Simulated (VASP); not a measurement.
# Cd7S (P-3m1) in VASP: a series of runs, part 2 of 2

VASP 6.6.1. The steps go on from the part before.

### 3 Single point, PBE

This run uses another cell than the first one, of 23.96 Å³/atom, 1.042 times its volume.

The input, INCAR:

```
SYSTEM = Cd7S
PREC     = Accurate       ! precision mode
ENCUT    = 520            ! plane-wave cutoff, eV
EDIFF    = 1E-6           ! SCF threshold, eV
ISMEAR   = 0              ! smearing method
SIGMA    = 0.2            ! smearing width, eV
LREAL    = .FALSE.        ! projectors in reciprocal space
LASPH    = .TRUE.         ! aspherical terms in the spheres
NELM     = 80             ! most SCF steps
ALGO     = Normal         ! electronic algorithm
ISIF     = 2              ! what is computed and relaxed
LWAVE    = .FALSE.        ! write WAVECAR
LCHARG   = .FALSE.        ! write CHGCAR
GGA      = PE             ! functional
NBANDS   = 55             ! bands
```

The input, KPOINTS:

```
Automatic mesh
0
G
  6 6 2
  0 0 0
```

The input, POSCAR:

```
Cd7S
1.0
    3.6132194580      0.0000000000      0.0000000000
   -1.8066097290      3.1291398401      0.0000000000
    0.0000000000      0.0000000000     16.9519159408
Cd S
7 1
Direct
    0.6666666667      0.3333333333      0.8995208236
    0.3333333333      0.6666666667      0.1004791764
    0.3333333333      0.6666666667      0.7688043952
    0.6666666667      0.3333333333      0.6353817555
    0.6666666667      0.3333333333      0.2311956048
    0.3333333333      0.6666666667      0.3646182445
    0.0000000000      0.0000000000      0.5000000000
    0.0000000000      0.0000000000      0.0000000000
```

Potentials or basis: VASP PAW PBE potentials, release 64 (Cd, S).

On the command line:

```console
> cat potpaw_PBE.64/Cd/POTCAR potpaw_PBE.64/S/POTCAR > POTCAR
> mpirun -np 1 vasp_std > vasp.out
```

OUTCAR:

```text
SYSTEM = Cd7S
   PREC = Accurate
   ENCUT = 520
   EDIFF = 1E-6
   ISMEAR = 0
   LREAL = .FALSE.
   LASPH = .TRUE.
   NELM = 80
   ISIF = 2
   GGA = PE

 ion  position               nearest neighbor table
   1  0.667  0.333  0.900-   8 2.69   8 2.69   8 2.69   3 3.04   3 3.04   3 3.04
   2  0.333  0.667  0.100-   8 2.69   8 2.69   8 2.69   5 3.04   5 3.04   5 3.04
   3  0.333  0.667  0.769-   1 3.04   1 3.04   1 3.04   4 3.08   4 3.08   4 3.08
   4  0.667  0.333  0.635-   3 3.08   3 3.08   3 3.08   7 3.10   7 3.10   7 3.10
   5  0.667  0.333  0.231-   2 3.04   2 3.04   2 3.04   6 3.08   6 3.08   6 3.08
   6  0.333  0.667  0.365-   5 3.08   5 3.08   5 3.08   7 3.10   7 3.10   7 3.10
   7  0.000  0.000  0.500-   4 3.10   6 3.10   4 3.10   6 3.10   4 3.10   6 3.10
   8  0.000  0.000  0.000-   1 2.69   2 2.69   1 2.69   2 2.69   1 2.69   2 2.69

  LATTYP: Found a hexagonal cell.
 ALAT       =     3.6132194580
 C/A-ratio  =     4.6916375099

  Lattice vectors:

 A1 = (   3.6132194580,   0.0000000000,   0.0000000000)
 A2 = (  -1.8066097290,   3.1291398401,   0.0000000000)
 A3 = (   0.0000000000,   0.0000000000,  16.9519159408)

Analysis of symmetry for initial positions (statically):
=====================================================================
 Subroutine PRICEL returns:
 Original cell was already a primitive cell.

 Routine SETGRP: Setting up the symmetry group for a
 hexagonal supercell.

 Subroutine GETGRP returns: Found 12 space group operations
 (whereof 12 operations were pure point group operations)
 out of a pool of 24 trial point group operations.

The static configuration has the point symmetry D_3d.

Analysis of symmetry for dynamics (positions and initial velocities):
=====================================================================
 Subroutine PRICEL returns:
 Original cell was already a primitive cell.

 Routine SETGRP: Setting up the symmetry group for a
 hexagonal supercell.

 Subroutine GETGRP returns: Found 12 space group operations
 (whereof 12 operations were pure point group operations)
 out of a pool of 24 trial point group operations.

The dynamic configuration has the point symmetry D_3d.

 Subroutine INISYM returns: Found 12 space group operations
 (whereof 12 operations are pure point group operations),
 and found     1 'primitive' translations

----------------------------------------------------------------------------------------

                                     Primitive cell

  volume of cell :     191.6629

  direct lattice vectors                    reciprocal lattice vectors
     3.613219458  0.000000000  0.000000000     0.276761490  0.159788321  0.000000000
    -1.806609729  3.129139840  0.000000000     0.000000000  0.319576641  0.000000000
     0.000000000  0.000000000 16.951915941     0.000000000  0.000000000  0.058990382

  length of vectors
     3.613219458  3.613219458 16.951915941     0.319576641  0.319576641  0.058990382

  position of ions in fractional coordinates (direct lattice)
     0.666666667  0.333333333  0.899520824
     0.333333333  0.666666667  0.100479176
     0.333333333  0.666666667  0.768804395
     0.666666667  0.333333333  0.635381755
[... 52 lines left out ...]
  0.166667  0.000000  0.500000      6.000000
  0.333333  0.000000  0.500000      6.000000
  0.500000  0.000000  0.500000      3.000000
  0.166667  0.166667  0.500000      6.000000
  0.333333  0.166667  0.500000     12.000000
  0.333333  0.333333  0.500000      2.000000
   k-points           NKPTS =     14   k-points in BZ     NKDIM =     14   number of bands    NBANDS=     55
   number of dos      NEDOS =    301   number of ions     NIONS =      8
   total plane-waves  NPLWV =  98784
   dimension x,y,z NGX =    28 NGY =   28 NGZ =  126
   dimension x,y,z NGXF=    56 NGYF=   56 NGZF=  252
   ions per type =               7   1
   NGX,Y,Z   is equivalent  to a cutoff of  12.88, 12.88, 12.36 a.u.
   NGXF,Y,Z  is equivalent  to a cutoff of  25.77, 25.77, 24.71 a.u.
 SYSTEM =  Cd7S
   PREC   = accura    normal or accurate (medium, high low for compatibility)
   ISTART =      0    job   : 0-new  1-cont  2-samecut
   ICHARG =      2    charge: 1-file 2-atom 10-const
   ISPIN  =      1    spin polarized calculation?
   LNONCOLLINEAR =      F non collinear calculations
   LSORBIT =      F    spin-orbit coupling
   LASPH  =      T    aspherical Exc in radial PAW
   ENCUT  =  520.0 eV  38.22 Ry    6.18 a.u.   6.72  6.72 31.52*2*pi/ulx,y,z
   NELM   =     80;   NELMIN=  2; NELMDL= -5     # of ELM steps
   EDIFF  = 0.1E-05   stopping-criterion for ELM
   LREAL  =      F    real-space projection
   EDIFFG = 0.1E-04   stopping-criterion for IOM
   NSW    =      0    number of steps for IOM
   IBRION =     -1    ionic relax: 0-MD 1-quasi-New 2-CG
   NFREE  =      0    steps in history (QN), initial steepest desc. (CG)
   ISIF   =      2    stress and relaxation
   ISYM   =      2    0-nonsym 1-usesym 2-fastsym
   POTIM  = 0.5000    time-step for ionic-motion
   TEBEG  =    0.0;   TEEND  =   0.0 temperature during run
   PSTRESS=    0.0 pullay stress
   NELECT =      90.0000    total number of electrons
   NUPDOWN=      -1.0000    fix difference up-down
   EMIN   =  10.00;   EMAX   =-10.00  energy-range for DOS
   EFERMI =   0.00;   METHOD = LEGACY
   ISMEAR =     0;   SIGMA  =   0.20  broadening in eV -4-tet -1-fermi 0-gaus
   EFERMI_NEDOS =   21; number of points for ismear=-14 and -15
   IALGO  =     38    algorithm
   IMIX   =      4    mixing-type and parameters
     AMIX     =   0.40;   BMIX     =  1.00
     AMIX_MAG =   1.60;   BMIX_MAG =  1.00
  volume/ion in A,a.u.               =      23.96       161.68
  Fermi-wavevector in a.u.,A,eV,Ry     =   1.272457  2.404594 22.029815  1.619146
  Thomas-Fermi vector in A             =   2.405334
   LORBIT       =      0    0 simple, 1 ext, 2 COOP (PROOUT), +10 PAW based schemes
   GGA     = PE    functional components
   LHFCALC =     F    Hartree Fock is set to
   AEXX    =    0.0000 exact exchange contribution
   IVDW    =     0    specifies the selected vdW correction
   LEPSILON=     F    determine dielectric tensor
   LRPA    =     F    only Hartree local field effects (RPA)
 non-spin polarized calculation
 Gauss-broadening in eV      SIGMA  =   0.20
  energy-cutoff  :      520.00
  volume of cell :      191.66
 maximum number of plane-waves:      5223
 NGX is ok and might be reduce to    28
   NGX = 13   NGY = 13   NGZ = 63

 number of electron      89.9999989 magnetization

 Free energy of the ion-electron system (eV)
  ---------------------------------------------------
  ext. energy  EPLUGINS =         0.00000000
  ---------------------------------------------------
  free energy    TOTEN  =        -9.73037934 eV

  energy without entropy =       -9.69089480  energy(sigma->0) =       -9.71063707

 E-fermi :   2.1982     XC(G=0): -10.2621

 val. band max:        2.0807099098   @ k =   0.5000   0.0000   0.5000
 cond. band min:       2.2105454462   @ k =   0.3333   0.3333   0.0000
 fundamental gap:      0.1298355363
 Fermi energy:         2.1981755000

 k-point     1 :       0.0000    0.0000    0.0000
  band No.  band energies     occupation
      1     -11.3048      2.00000
      2      -6.8506      2.00000
      3      -6.8092      2.00000
      4      -6.7945      2.00000
      5      -6.7945      2.00000
      6      -6.7285      2.00000
[... 801 lines left out ...]
     54       6.6232      0.00000
     55       6.8858      0.00000

------------------------ aborting loop because EDIFF is reached ----------------------------------------

  FORCE on cell =-STRESS in cart. coord.  units (eV):
  Direction    XX          YY          ZZ          XY          YZ          ZX
  --------------------------------------------------------------------------------------
  -------------------------------------------------------------------------------------
  Total        0.7307568      0.7307568     -0.8777062      0.0000000      0.0000000      0.0000000
  in kB        6.1086516      6.1086516     -7.3370530      0.0000000      0.0000000      0.0000000
  external PRESSURE =       1.6267501 kB  Pullay stress =       0.0000000 kB

 VOLUME and BASIS-vectors are now :
 -----------------------------------------------------------------------------
  energy-cutoff  :      520.00
  volume of cell :      191.66
      direct lattice vectors                 reciprocal lattice vectors
     3.613219458  0.000000000  0.000000000     0.276761490  0.159788321  0.000000000
    -1.806609729  3.129139840  0.000000000     0.000000000  0.319576641  0.000000000
     0.000000000  0.000000000 16.951915941     0.000000000  0.000000000  0.058990382

 POSITION                                       TOTAL-FORCE (eV/Angst)
 -----------------------------------------------------------------------------------
      1.80661      1.04305     15.24860        -0.000000     -0.000000     -0.045154
     -0.00000      2.08609      1.70331        -0.000000      0.000000      0.045154
     -0.00000      2.08609     13.03271         0.000000      0.000000     -0.054937
      1.80661      1.04305     10.77094         0.000000      0.000000      0.039658
      1.80661      1.04305      3.91921        -0.000000      0.000000      0.054937
     -0.00000      2.08609      6.18098        -0.000000      0.000000     -0.039658
      0.00000      0.00000      8.47596        -0.000000      0.000000      0.000000
      0.00000      0.00000      0.00000        -0.000000      0.000000      0.000000
 -----------------------------------------------------------------------------------
    total drift:                                0.000000     -0.000000      0.000000

  FREE ENERGIE OF THE ION-ELECTRON SYSTEM (eV)
  ---------------------------------------------------
  free  energy   TOTEN  =        -9.7303793412 eV

  energy  without entropy=       -9.6908947990  energy(sigma->0) =       -9.71063707
```

Run time: 83 s. Hardware: 1 thread of Intel Xeon 6975P-C (Granite Rapids), shared host; peak memory 0.35 GiB.

Results:

| Property | Result |
| --- | --- |
| Free energy | -9.7304 eV |
| Pressure | 0.2 GPa |
| Largest force | 0.055 eV/Å |
| Band gap on the k mesh | zero (band 45 reaches 2.95 eV, above the bottom of band 46 at 1.13 eV) |

Forces in eV/Å, atoms in the order of the input:
```
Cd   0.000  0.000 -0.045
Cd   0.000  0.000  0.045
Cd   0.000  0.000 -0.055
Cd   0.000  0.000  0.040
Cd   0.000  0.000  0.055
Cd   0.000  0.000 -0.040
Cd   0.000  0.000  0.000
S    0.000  0.000  0.000
```
